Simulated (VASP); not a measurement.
# FeS2 (Pa-3) in VASP: further runs

FeS2 is run at these levels: PBEsol; tasks: single point.

All numbers are computed with VASP 6.6.1; they aren't measurements. Logs are shortened: lines on timing, memory, paths and dates and some standing lists are left out, and cuts for length are marked.

## (1) The cell of the first run

The structure is cubic, space group Pa-3 (No. 205). Conventional cell: a = 5.324 Å, b = 5.324 Å, c = 5.324 Å, α = 90.00°, β = 90.00°, γ = 90.00°. Within 2.9 Å of Fe (site symmetry -3) lie 6 S at 2.22 Å. S (site symmetry 3) has 7 S at 2.18 to 3.01 Å and 3 Fe at 2.22 Å within 3.1 Å.

## (2) Single point, PBEsol

Contents of INCAR:

```
PREC     = Accurate       # precision mode
ENCUT    = 600            # plane-wave cutoff, eV
EDIFF    = 1E-6           # SCF threshold, eV
ISMEAR   = 0              # smearing method
SIGMA    = 0.02           # smearing width, eV
LREAL    = F              # projectors in reciprocal space
LASPH    = T              # aspherical terms in the spheres
NELM     = 120            # most SCF steps
ALGO     = Normal         # electronic algorithm
ISIF     = 2              # what is computed and relaxed
LWAVE    = F              # write WAVECAR
LCHARG   = F              # write CHGCAR
GGA      = PS             # functional
NBANDS   = 52             # bands
GGA_COMPAT= F
```

Contents of KPOINTS:

```
regular mesh
0
Gamma
  6 6 6
```

Contents of POSCAR:

```
FeS2
1.0
    5.3236779023      0.0000000000      0.0000000000
    0.0000000000      5.3236779023      0.0000000000
    0.0000000000      0.0000000000      5.3236779023
Fe S
4 8
Direct
    0.0000000000      0.5000000000      0.5000000000
    0.5000000000      0.5000000000      0.0000000000
    0.5000000000      0.0000000000      0.5000000000
    0.0000000000      0.0000000000      0.0000000000
    0.3816858845      0.1183141155      0.8816858845
    0.1183141155      0.8816858845      0.3816858845
    0.8816858845      0.3816858845      0.1183141155
    0.6183141155      0.6183141155      0.6183141155
    0.3816858845      0.3816858845      0.3816858845
    0.1183141155      0.6183141155      0.8816858845
    0.8816858845      0.1183141155      0.6183141155
    0.6183141155      0.8816858845      0.1183141155
```

Potentials or basis: VASP PAW PBE potentials, release 64 (Fe, S).

Launch:

```
> cat potpaw_PBE.64/Fe/POTCAR potpaw_PBE.64/S/POTCAR > POTCAR
> mpirun -np 1 vasp_std > vasp.out
```

OUTCAR:

```text
PREC = Accurate
   ENCUT = 600
   EDIFF = 1E-6
   ISMEAR = 0
   LREAL = F
   LASPH = T
   NELM = 120
   ISIF = 2
   GGA = PS

 ion  position               nearest neighbor table
   1  0.000  0.500  0.500-   6 2.22   7 2.22   8 2.22   9 2.22  10 2.22  11 2.22
   2  0.500  0.500  0.000-   5 2.22   7 2.22   8 2.22   9 2.22  10 2.22  12 2.22
   3  0.500  0.000  0.500-   5 2.22   6 2.22   8 2.22   9 2.22  11 2.22  12 2.22
   4  0.000  0.000  0.000-   5 2.22   6 2.22   7 2.22  10 2.22  11 2.22  12 2.22
   5  0.382  0.118  0.882-  12 2.18   3 2.22   4 2.22   2 2.22
   6  0.118  0.882  0.382-  11 2.18   3 2.22   4 2.22   1 2.22
   7  0.882  0.382  0.118-  10 2.18   2 2.22   4 2.22   1 2.22
   8  0.618  0.618  0.618-   9 2.18   2 2.22   3 2.22   1 2.22
   9  0.382  0.382  0.382-   8 2.18   2 2.22   3 2.22   1 2.22
  10  0.118  0.618  0.882-   7 2.18   2 2.22   4 2.22   1 2.22
  11  0.882  0.118  0.618-   6 2.18   3 2.22   4 2.22   1 2.22
  12  0.618  0.882  0.118-   5 2.18   3 2.22   4 2.22   2 2.22

  LATTYP: Found a simple cubic cell.
 ALAT       =     5.3236779023

  Lattice vectors:

 A1 = (   5.3236779023,   0.0000000000,   0.0000000000)
 A2 = (   0.0000000000,   5.3236779023,   0.0000000000)
 A3 = (   0.0000000000,   0.0000000000,   5.3236779023)

Analysis of symmetry for initial positions (statically):
=====================================================================
 Subroutine PRICEL returns:
 Original cell was already a primitive cell.

 Routine SETGRP: Setting up the symmetry group for a
 simple cubic supercell.

 Subroutine GETGRP returns: Found 24 space group operations
 (whereof  6 operations were pure point group operations)
 out of a pool of 48 trial point group operations.

The static configuration has the point symmetry S_6 .
 The point group associated with its full space group is T_h .

Analysis of symmetry for dynamics (positions and initial velocities):
=====================================================================
 Subroutine PRICEL returns:
 Original cell was already a primitive cell.

 Routine SETGRP: Setting up the symmetry group for a
 simple cubic supercell.

 Subroutine GETGRP returns: Found 24 space group operations
 (whereof  6 operations were pure point group operations)
 out of a pool of 48 trial point group operations.

The dynamic configuration has the point symmetry S_6 .
 The point group associated with its full space group is T_h .

[... 128 lines left out ...]
   NELECT =      80.0000    total number of electrons
   NUPDOWN=      -1.0000    fix difference up-down
   EMIN   =  10.00;   EMAX   =-10.00  energy-range for DOS
   EFERMI =   0.00;   METHOD = LEGACY
   ISMEAR =     0;   SIGMA  =   0.02  broadening in eV -4-tet -1-fermi 0-gaus
   EFERMI_NEDOS =   21; number of points for ismear=-14 and -15
   IALGO  =     38    algorithm
   IMIX   =      4    mixing-type and parameters
     AMIX     =   0.40;   BMIX     =  1.00
     AMIX_MAG =   1.60;   BMIX_MAG =  1.00
  volume/ion in A,a.u.               =      12.57        84.85
  Fermi-wavevector in a.u.,A,eV,Ry     =   1.325032  2.503948 23.887884  1.755710
  Thomas-Fermi vector in A             =   2.454523
   LORBIT       =      0    0 simple, 1 ext, 2 COOP (PROOUT), +10 PAW based schemes
   GGA     = PS    functional components
   LHFCALC =     F    Hartree Fock is set to
   AEXX    =    0.0000 exact exchange contribution
   IVDW    =     0    specifies the selected vdW correction
   LEPSILON=     F    determine dielectric tensor
   LRPA    =     F    only Hartree local field effects (RPA)
 non-spin polarized calculation
 Gauss-broadening in eV      SIGMA  =   0.02
  energy-cutoff  :      600.00
  volume of cell :      150.88
 maximum number of plane-waves:      5058
 NGX is ok and might be reduce to    48
   NGX = 21   NGY = 21   NGZ = 21

 number of electron      80.0000009 magnetization

 Free energy of the ion-electron system (eV)
  ---------------------------------------------------
  ext. energy  EPLUGINS =         0.00000000
  ---------------------------------------------------
  free energy    TOTEN  =       -79.16276568 eV

  energy without entropy =      -79.16276568  energy(sigma->0) =      -79.16276568

 E-fermi :   8.5270     XC(G=0): -12.3199

 val. band max:        8.3756622734   @ k =   0.1667   0.1667   0.1667
 cond. band min:       8.6459953558   @ k =   0.0000   0.0000   0.0000
 fundamental gap:      0.2703330823
 Fermi energy:         8.5269962252

 k-point     1 :       0.0000    0.0000    0.0000
  band No.  band energies     occupation
      1      -8.7189      2.00000
      2      -6.2705      2.00000
      3      -6.2705      2.00000
      4      -6.2705      2.00000
      5      -4.0940      2.00000
      6      -4.0940      2.00000
[... 1309 lines left out ...]
     51      11.6593      0.00000
     52      11.6593      0.00000

------------------------ aborting loop because EDIFF is reached ----------------------------------------

  FORCE on cell =-STRESS in cart. coord.  units (eV):
  Direction    XX          YY          ZZ          XY          YZ          ZX
  --------------------------------------------------------------------------------------
  -------------------------------------------------------------------------------------
  Total        0.5002788      0.5002788      0.5002788     -0.0000000      0.0000000      0.0000000
  in kB        5.3123587      5.3123587      5.3123587     -0.0000000      0.0000000      0.0000000
  external PRESSURE =       5.3123587 kB  Pullay stress =       0.0000000 kB

 VOLUME and BASIS-vectors are now :
 -----------------------------------------------------------------------------
  energy-cutoff  :      600.00
  volume of cell :      150.88
      direct lattice vectors                 reciprocal lattice vectors
     5.323677902  0.000000000  0.000000000     0.187840064  0.000000000  0.000000000
     0.000000000  5.323677902  0.000000000     0.000000000  0.187840064  0.000000000
     0.000000000  0.000000000  5.323677902     0.000000000  0.000000000  0.187840064

 POSITION                                       TOTAL-FORCE (eV/Angst)
 -----------------------------------------------------------------------------------
      0.00000      2.66184      2.66184        -0.000000      0.000000      0.000000
      2.66184      2.66184      0.00000        -0.000000      0.000000      0.000000
      2.66184      0.00000      2.66184        -0.000000      0.000000      0.000000
      0.00000      0.00000      0.00000        -0.000000      0.000000      0.000000
      2.03197      0.62987      4.69381         0.035744     -0.035744      0.035744
      0.62987      4.69381      2.03197        -0.035744      0.035744      0.035744
      4.69381      2.03197      0.62987         0.035744      0.035744     -0.035744
      3.29171      3.29171      3.29171        -0.035744     -0.035744     -0.035744
      2.03197      2.03197      2.03197         0.035744      0.035744      0.035744
      0.62987      3.29171      4.69381        -0.035744     -0.035744      0.035744
      4.69381      0.62987      3.29171         0.035744     -0.035744     -0.035744
      3.29171      4.69381      0.62987        -0.035744      0.035744     -0.035744
 -----------------------------------------------------------------------------------
    total drift:                               -0.000000     -0.000000      0.000000

  FREE ENERGIE OF THE ION-ELECTRON SYSTEM (eV)
  ---------------------------------------------------
  free  energy   TOTEN  =       -79.1627656788 eV

  energy  without entropy=      -79.1627656788  energy(sigma->0) =      -79.16276568
```

OSZICAR:

```text
N       E                     dE             d eps       ncg     rms          rms(c)
DAV:   1     0.838246634414E+03    0.83825E+03   -0.37439E+04  2496   0.183E+03
DAV:   2     0.426643454077E+02   -0.79558E+03   -0.76118E+03  2496   0.441E+02
DAV:   3    -0.764522656897E+02   -0.11912E+03   -0.10984E+03  3272   0.175E+02
DAV:   4    -0.857808694912E+02   -0.93286E+01   -0.91099E+01  3444   0.505E+01
DAV:   5    -0.860252721135E+02   -0.24440E+00   -0.24375E+00  3468   0.856E+00    0.411E+01
DAV:   6    -0.103025152361E+03   -0.17000E+02   -0.14137E+02  3680   0.133E+02    0.463E+01
DAV:   7    -0.782946978310E+02    0.24730E+02   -0.68048E+01  3200   0.138E+02    0.146E+01
DAV:   8    -0.796356048856E+02   -0.13409E+01   -0.17760E+01  2628   0.148E+01    0.861E+00
DAV:   9    -0.791892469342E+02    0.44636E+00   -0.12025E+00  3332   0.114E+01    0.316E+00
DAV:  10    -0.791662919654E+02    0.22955E-01   -0.25950E-01  3588   0.282E+00    0.106E+00
DAV:  11    -0.791647550776E+02    0.15369E-02   -0.15601E-02  2976   0.102E+00    0.547E-01
DAV:  12    -0.791629923889E+02    0.17627E-02   -0.28304E-03  3640   0.393E-01    0.209E-01
DAV:  13    -0.791627730999E+02    0.21929E-03   -0.70118E-04  3680   0.163E-01    0.631E-02
DAV:  14    -0.791627692543E+02    0.38456E-05   -0.36687E-05  3340   0.432E-02    0.271E-02
DAV:  15    -0.791627658221E+02    0.34323E-05   -0.46196E-06  2300   0.171E-02    0.122E-02
DAV:  16    -0.791627656788E+02    0.14325E-06   -0.23060E-06  1672   0.854E-03
   1 F= -.79162766E+02 E0= -.79162766E+02  d E =-.220351E-19
```

It took 4.5 min on 1 thread of Intel Xeon 8259CL, shared host; peak memory 0.41 GiB.

Results:

* Free energy: -79.1628 eV
* Pressure: 0.5 GPa
* Largest force: 0.062 eV/Å
* Band gap on the k mesh: 0.27 eV (least direct gap 0.32 eV)

Forces on the atoms (eV/Å):
```
Fe   0.000  0.000  0.000
Fe   0.000  0.000  0.000
Fe   0.000  0.000  0.000
Fe   0.000  0.000  0.000
S    0.036 -0.036  0.036
S   -0.036  0.036  0.036
S    0.036  0.036 -0.036
S   -0.036 -0.036 -0.036
S    0.036  0.036  0.036
S   -0.036 -0.036  0.036
S    0.036 -0.036 -0.036
S   -0.036  0.036 -0.036
```

Levels at points of the mesh, in eV from the valence-band top:
```tsv
k point	band 37	band 38	band 39	band 40	band 41	band 42	band 43	band 44
(0.00, 0.00, 0.00)	-0.30	-0.30	-0.30	-0.05	0.27	1.64	1.64	1.64
(0.50, 0.00, 0.00)	-0.15	-0.15	0.00	0.00	1.66	1.66	1.72	1.72
(0.50, 0.50, 0.00)	-0.15	-0.15	-0.15	-0.15	1.90	1.90	1.90	1.90
(0.50, 0.50, 0.50)	-0.40	-0.40	-0.40	-0.40	1.60	1.60	1.60	1.60
```

Caveat: the PAW data sets were made with another functional, which shifts forces and pressure a little. A k mesh can miss the band edges.

(Continued in part 2 of 2.)
